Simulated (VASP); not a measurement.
# TaN in VASP: single point with PBE

Aim: the single point of TaN with PBE.

All numbers are computed with VASP 6.6.1; they aren't measurements. Logs are shortened: lines on timing, memory, paths and dates and some standing lists are left out, and cuts for length are marked.

**1. The cell of the first run**

The cell holds a wire or tube with vacuum around it, 24 atoms: a = 14.400 Å, b = 15.500 Å, c = 8.105 Å, α = 90.00°, β = 90.00°, γ = 90.00°.

**2. Single point, PBE**

INCAR

```
ALGO = Normal ; EDIFF = 1E-7
ENCUT = 520 ; GGA = PE
ISIF = 2 ; ISMEAR = 0
LASPH = T ; LCHARG = F
LREAL = Auto ; LWAVE = F
NBANDS = 114 ; NELM = 60
PREC = Accurate ; SIGMA = 0.05
```

KPOINTS

```
k-points
0
Gamma
  1 1 7
```

POSCAR

```
TaN
1.0
   14.4000000000      0.0000000000      0.0000000000
    0.0000000000     15.5000000000      0.0000000000
    0.0000000000      0.0000000000      8.1054298824
Ta N
12 12
Direct
    0.5712800968      0.5000000000      0.1818386101
    0.4359976150      0.3264958779      0.5134855459
    0.4359976150      0.6735041221      0.5134855459
    0.3412447576      0.5000000000      0.8119420251
    0.4143312345      0.5000000000      0.4931752888
    0.6780544243      0.5000000000      0.8796885646
    0.4043698198      0.3974214593      0.1829275420
    0.5990402855      0.4108094016      0.4976912834
    0.4933184350      0.6051600982      0.8417243437
    0.4043698198      0.6025785407      0.1829275420
    0.5990402855      0.5891905984      0.4976912834
    0.4933184350      0.3948399018      0.8417243437
    0.4362488538      0.5000000000     -0.0045113050
    0.6687599525      0.5000000000      0.3594079979
    0.4181242349      0.3263733971     -0.0159036691
    0.4181242349      0.6736266029      0.9840963309
    0.3338910613      0.5000000000      0.2818118831
    0.5961721315      0.5000000000      0.6904243487
    0.6181548503      0.5878151697      0.9951962156
    0.5213279253      0.3728999147      0.3097788634
    0.3644434431      0.5981042706      0.6615445018
    0.6181548503      0.4121848303      0.9951962156
    0.5213279253      0.6271000853      0.3097788634
    0.3644434431      0.4018957294      0.6615445018
```

Potentials or basis: VASP PAW PBE potentials, release 64 (Ta_pv, N).

On the command line:

```console
cat potpaw_PBE.64/Ta_pv/POTCAR potpaw_PBE.64/N/POTCAR > POTCAR
mpirun -np 1 vasp_std > vasp.out
```

OUTCAR:

```text
EDIFF = 1E-7
   ENCUT = 520
   GGA = PE
   ISIF = 2
   ISMEAR = 0
   LASPH = T
   LREAL = Auto
   NELM = 60
   PREC = Accurate

 ion  position               nearest neighbor table
   1  0.571  0.500  0.182-  14 2.01  19 2.14  22 2.14  20 2.34  23 2.34  13 2.46   7 2.88  10 2.88
                             6 2.89   8 2.94  11 2.94   5 3.39   9 3.39  12 3.39
   2  0.436  0.326  0.513-  24 1.97  20 2.18   8 2.69   5 2.71   7 2.93  12 2.98
   3  0.436  0.674  0.513-  21 1.97  23 2.18  11 2.69   5 2.71  10 2.93   9 2.98
   4  0.341  0.500  0.812-  21 1.98  24 1.98  13 2.02  12 2.74   9 2.74   5 2.79   7 3.52  10 3.52

   5  0.414  0.500  0.493-  17 2.07  21 2.17  24 2.17   3 2.71   2 2.71   4 2.79  10 2.98   7 2.98
                            11 3.00   8 3.00   1 3.39  12 3.45   9 3.45
   6  0.678  0.500  0.880-  19 1.86  22 1.86  18 1.93   1 2.89  12 3.13   9 3.13   8 3.58  11 3.58

   7  0.404  0.397  0.183-  15 1.96  20 2.01  17 2.05  13 2.25   1 2.88   2 2.93   5 2.98  12 3.05
                            10 3.18   4 3.52
   8  0.599  0.411  0.498-  20 1.98  14 2.04  18 2.09   2 2.69  11 2.76   1 2.94   5 3.00  12 3.19
                             6 3.58
   9  0.493  0.605  0.842-  16 1.91  19 2.20  13 2.21  21 2.36  18 2.52   4 2.74   3 2.98  10 3.05
                             6 3.13  11 3.19  12 3.26   1 3.39   5 3.45
  10  0.404  0.603  0.183-  16 1.96  23 2.01  17 2.05  13 2.25   1 2.88   3 2.93   5 2.98   9 3.05
                             7 3.18   4 3.52
  11  0.599  0.589  0.498-  23 1.98  14 2.04  18 2.09   3 2.69   8 2.76   1 2.94   5 3.00   9 3.19
                             6 3.58
  12  0.493  0.395  0.842-  15 1.91  22 2.20  13 2.21  24 2.36  18 2.52   4 2.74   2 2.98   7 3.05
                             6 3.13   8 3.19   9 3.26   1 3.39   5 3.45
  13  0.436  0.500  0.995-   4 2.02   9 2.21  12 2.21  10 2.25   7 2.25   1 2.46
  14  0.669  0.500  0.359-   1 2.01   8 2.04  11 2.04
  15  0.418  0.326  0.984-  12 1.91   7 1.96
  16  0.418  0.674  0.984-   9 1.91  10 1.96
  17  0.334  0.500  0.282-   7 2.05  10 2.05   5 2.07
  18  0.596  0.500  0.690-   6 1.93   8 2.09  11 2.09   9 2.52  12 2.52
  19  0.618  0.588  0.995-   6 1.86   1 2.14   9 2.20
  20  0.521  0.373  0.310-   8 1.98   7 2.01   2 2.18   1 2.34
  21  0.364  0.598  0.662-   3 1.97   4 1.98   5 2.17   9 2.36
  22  0.618  0.412  0.995-   6 1.86   1 2.14  12 2.20
  23  0.521  0.627  0.310-  11 1.98  10 2.01   3 2.18   1 2.34
  24  0.364  0.402  0.662-   2 1.97   4 1.98   5 2.17  12 2.36

  LATTYP: Found a simple orthorhombic cell.
 ALAT       =     8.1054298824
 B/A-ratio  =     1.7765868324
 C/A-ratio  =     1.9122983265

  Lattice vectors:

 A1 = (   0.0000000000,   0.0000000000,   8.1054298824)
 A2 = (  14.4000000000,   0.0000000000,   0.0000000000)
 A3 = (   0.0000000000,  15.5000000000,   0.0000000000)

Analysis of symmetry for initial positions (statically):
=====================================================================
 Subroutine PRICEL returns:
[... 160 lines left out ...]
   EFERMI =   0.00;   METHOD = LEGACY
   ISMEAR =     0;   SIGMA  =   0.05  broadening in eV -4-tet -1-fermi 0-gaus
   EFERMI_NEDOS =   21; number of points for ismear=-14 and -15
   IALGO  =     38    algorithm
   IMIX   =      4    mixing-type and parameters
     AMIX     =   0.40;   BMIX     =  1.00
     AMIX_MAG =   1.60;   BMIX_MAG =  1.00
  volume/ion in A,a.u.               =      75.38       508.69
  Fermi-wavevector in a.u.,A,eV,Ry     =   0.775089  1.464707  8.173886  0.600764
  Thomas-Fermi vector in A             =   1.877283
   LORBIT       =      0    0 simple, 1 ext, 2 COOP (PROOUT), +10 PAW based schemes
   GGA     = PE    functional components
   LHFCALC =     F    Hartree Fock is set to
   AEXX    =    0.0000 exact exchange contribution
   IVDW    =     0    specifies the selected vdW correction
   LEPSILON=     F    determine dielectric tensor
   LRPA    =     F    only Hartree local field effects (RPA)
 non-spin polarized calculation
 Gauss-broadening in eV      SIGMA  =   0.05
  energy-cutoff  :      520.00
  volume of cell :     1809.13
 maximum number of plane-waves:     48744
 NGX is ok and might be reduce to   108
   NGX = 53   NGY = 57   NGZ = 31

 number of electron     192.0000014 magnetization

 Free energy of the ion-electron system (eV)
  ---------------------------------------------------
  ext. energy  EPLUGINS =         0.00000000
  ---------------------------------------------------
  free energy    TOTEN  =      -240.33376290 eV

  energy without entropy =     -240.30967371  energy(sigma->0) =     -240.32171830

 E-fermi :  -1.9613     XC(G=0):  -3.1395

 val. band max:       -2.0760714428   @ k =   0.0000   0.0000   0.2857
 cond. band min:      -1.9488133611   @ k =   0.0000   0.0000   0.2857
 fundamental gap:      0.1272580817
 Fermi energy:        -1.9613440502

 k-point     1 :       0.0000    0.0000    0.0000
  band No.  band energies     occupation
      1     -38.0650      2.00000
      2     -37.9382      2.00000
      3     -37.8559      2.00000
      4     -37.6336      2.00000
      5     -37.5996      2.00000
      6     -37.5701      2.00000
[... 433 lines left out ...]
    107      -0.7497      0.00000
    108      -0.5980      0.00000
 [bands above 108 left out]

------------------------ aborting loop because EDIFF is reached ----------------------------------------

  FORCE on cell =-STRESS in cart. coord.  units (eV):
  Direction    XX          YY          ZZ          XY          YZ          ZX
  --------------------------------------------------------------------------------------
  -------------------------------------------------------------------------------------
  Total        0.8204950      1.2543817      1.8241111      0.0000000      0.0000000     -0.1388852
  in kB        0.7266349      1.1108874      1.6154430      0.0000000      0.0000000     -0.1229975
  external PRESSURE =       1.1509884 kB  Pullay stress =       0.0000000 kB

 VOLUME and BASIS-vectors are now :
 -----------------------------------------------------------------------------
  energy-cutoff  :      520.00
  volume of cell :     1809.13
      direct lattice vectors                 reciprocal lattice vectors
    14.400000000  0.000000000  0.000000000     0.069444444  0.000000000  0.000000000
     0.000000000 15.500000000  0.000000000     0.000000000  0.064516129  0.000000000
     0.000000000  0.000000000  8.105429882     0.000000000  0.000000000  0.123374086

 POSITION                                       TOTAL-FORCE (eV/Angst)
 -----------------------------------------------------------------------------------
      8.22643      7.75000      1.47388        -0.024607      0.000000     -0.024717
      6.27837      5.06069      4.16202         0.004173     -0.055172     -0.009484
      6.27837     10.43931      4.16202         0.004173      0.055172     -0.009484
      4.91392      7.75000      6.58114        -0.070316      0.000000      0.065248
      5.96637      7.75000      3.99740         0.037510      0.000000     -0.028586
      9.76398      7.75000      7.13025         0.221396      0.000000     -0.109561
[... 16 lines left out ...]
      7.50712      9.72005      2.51089         0.014388      0.027474     -0.023462
      5.24799      6.22938      5.36210        -0.027626     -0.031785     -0.008068
 -----------------------------------------------------------------------------------
    total drift:                                0.008754      0.000000     -0.000137

  FREE ENERGIE OF THE ION-ELECTRON SYSTEM (eV)
  ---------------------------------------------------
  free  energy   TOTEN  =      -240.3337628961 eV

  energy  without entropy=     -240.3096737133  energy(sigma->0) =     -240.32171830
```

OSZICAR:

```text
N       E                     dE             d eps       ncg     rms          rms(c)
DAV:   1     0.157628268293E+04    0.15763E+04   -0.91275E+04  1224   0.130E+03
DAV:   2    -0.107343580299E+02   -0.15870E+04   -0.15386E+04  1246   0.299E+02
DAV:   3    -0.273554538824E+03   -0.26282E+03   -0.25794E+03  1056   0.108E+02
[... 25 lines left out ...]
DAV:  29    -0.240333760984E+03   -0.70407E-05   -0.41773E-07   760   0.868E-04    0.263E-04
DAV:  30    -0.240333762418E+03   -0.14331E-05   -0.12160E-07   712   0.539E-04    0.174E-04
DAV:  31    -0.240333762690E+03   -0.27234E-06   -0.46740E-08   672   0.310E-04    0.154E-04
DAV:  32    -0.240333762808E+03   -0.11764E-06   -0.11516E-08   624   0.240E-04    0.777E-05
DAV:  33    -0.240333762896E+03   -0.88528E-07   -0.11677E-08   608   0.191E-04
   1 F= -.24033376E+03 E0= -.24032172E+03  d E =-.240892E-01
```

It took 73 min on 1 thread of Intel Xeon 8259CL, shared host; peak memory 1.6 GiB.

What came out:

```yaml
Free_energy: -240.3338 eV
Largest_force: 0.247 eV/Å
Band_gap_on_the_k_mesh: zero (filled and empty bands overlap)
```

Forces in eV/Å, atoms in the order of the input:
```
Ta  -0.025  0.000 -0.025
Ta   0.004 -0.055 -0.009
Ta   0.004  0.055 -0.009
Ta  -0.070  0.000  0.065
Ta   0.038  0.000 -0.029
Ta   0.221  0.000 -0.110
Ta  -0.022  0.005  0.041
Ta   0.009 -0.045  0.044
Ta   0.038 -0.016 -0.059
Ta  -0.022 -0.005  0.041
Ta   0.009  0.045  0.044
Ta   0.038  0.016 -0.059
N    0.009  0.000  0.021
N    0.087  0.000 -0.018
N   -0.045 -0.104 -0.020
N   -0.045  0.104 -0.020
N   -0.060  0.000  0.013
N   -0.032  0.000 -0.003
N   -0.056  0.128  0.078
N    0.014 -0.027 -0.023
N   -0.028  0.032 -0.008
N   -0.056 -0.128  0.078
N    0.014  0.027 -0.023
N   -0.028 -0.032 -0.008
```

Caveat: spin-orbit coupling is left out, which moves the levels of the heavy elements.

The gap in the log of VASP goes by the Fermi energy; the results here count the filled bands.